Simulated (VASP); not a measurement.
**ZnS: single point with PBE**

Crystal: ZnS.

```
Zn S
1.0
     3.96213    0.00000    0.00000
    -1.98106    3.33136    0.00000
     0.00000    0.00000   12.59023
Zn S
4 4
Direct
  0.00000 0.00000 0.00005
  0.00000 0.00000 0.50005
  0.33333 0.66667 0.25002
  0.66667 0.33333 0.75002
  0.00000 0.00000 0.18729
  0.00000 0.00000 0.68729
  0.33333 0.66667 0.43764
  0.66667 0.33333 0.93764
```

This cell differs from its parent crystal: strain +0.0300 x Voigt [1, 0, 0, 0, 0, 0].

| Property | Result |
| --- | --- |
| Program | VASP 6.6.1 |
| Task | single point |
| Functional | PBE |
| Potentials or basis | VASP PAW PBE potentials, release 64 (Zn, S) |
| Cutoff | 520 eV |
| k mesh | 12 × 12 × 2 |
| Occupations | gaussian, width 0.05 eV |
| Spin | no spin polarisation |

* Pressure: -1.7 GPa
* Largest force: 0.161 eV/Å
* Band gap on the k mesh: 1.89 eV

Forces in eV/Å, atoms in the order of the input:
```
Zn   0.000  0.101 -0.069
Zn   0.000 -0.101 -0.069
Zn   0.000  0.091 -0.065
Zn   0.000 -0.091 -0.065
S    0.000 -0.100  0.065
S    0.000  0.100  0.065
S    0.000  0.145  0.069
S    0.000 -0.145  0.069
```

Stress tensor (GPa, compression positive):
```
-3.61  0.00  0.00
 0.00 -0.94  0.00
 0.00  0.00 -0.60
```

Levels at points of the mesh, in eV from the valence-band top:
```
           k point  band 34  band 35  band 36  band 37  band 38  band 39
(0.00, 0.00, 0.00)    -0.09    -0.03     0.00     1.89     2.97     3.15
(0.50, 0.00, 0.00)    -1.45    -1.01    -0.76     3.31     3.42     3.80
(0.00, 0.50, 0.00)    -1.42    -1.05    -0.92     3.16     3.31     3.52
(0.00, 0.00, 0.50)    -0.22    -0.14    -0.14     2.74     2.74     3.10
(0.50, 0.00, 0.50)    -1.40    -0.98    -0.98     3.72     3.72     4.03
(0.00, 0.50, 0.50)    -1.41    -1.15    -1.15     3.50     3.50     3.80
```

Run time: 21 min on 1 thread of Intel Xeon 8259CL, with other jobs on the host, peak memory 0.61 GiB.

Caveat: the cell differs from its parent crystal (strain +0.0300 x Voigt [1, 0, 0, 0, 0, 0]). A k mesh can miss the band edges.
